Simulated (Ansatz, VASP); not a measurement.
## Be3I2: VASP beside Ansatz

```
Be I
1.0
     2.70095    1.55939   10.84474
    -2.70095    1.55939   10.84474
     0.00000   -3.11878   10.84474
Be I
6 4
Direct
  0.97210 0.52790 0.75000
  0.75000 0.97210 0.52790
  0.52790 0.75000 0.97210
  0.02790 0.47210 0.25000
  0.25000 0.02790 0.47210
  0.47210 0.25000 0.02790
  0.87920 0.87920 0.87920
  0.62080 0.62080 0.62080
  0.12080 0.12080 0.12080
  0.37920 0.37920 0.37920
```

Alike in both runs: functional PBE; k mesh 6 × 6 × 6; occupations gaussian, width 0.1 eV; no spin polarisation.

Ansatz relaxed the structure, and its values are those at the end. VASP's run is a single point on that final structure, the one shown.

|  | VASP | Ansatz |
| --- | --- | --- |
| version | VASP 6.6.1 | Ansatz 0.2.0 |
| potentials or method | VASP PAW PBE potentials, release 64 (Be, I), cutoff 520 eV | scalar-relativistic, plane waves, PAW |
| valence electrons in the cell | 40 | 80 |

```tsv
	VASP	Ansatz	Ansatz less VASP
gap on the k mesh at the Fermi level (eV)	none	none	-
pressure (GPa)	0.0	0.0	-0.03
```

A gap of «none» marks a metal or a gap that the smearing closes. The functional is the same, so the differences come from potentials, cutoffs and numerics. VASP's potentials hold 40 valence electrons a cell and Ansatz's 80, so a difference there can come from the potentials and not from the codes.

Spin-orbit coupling is off throughout.
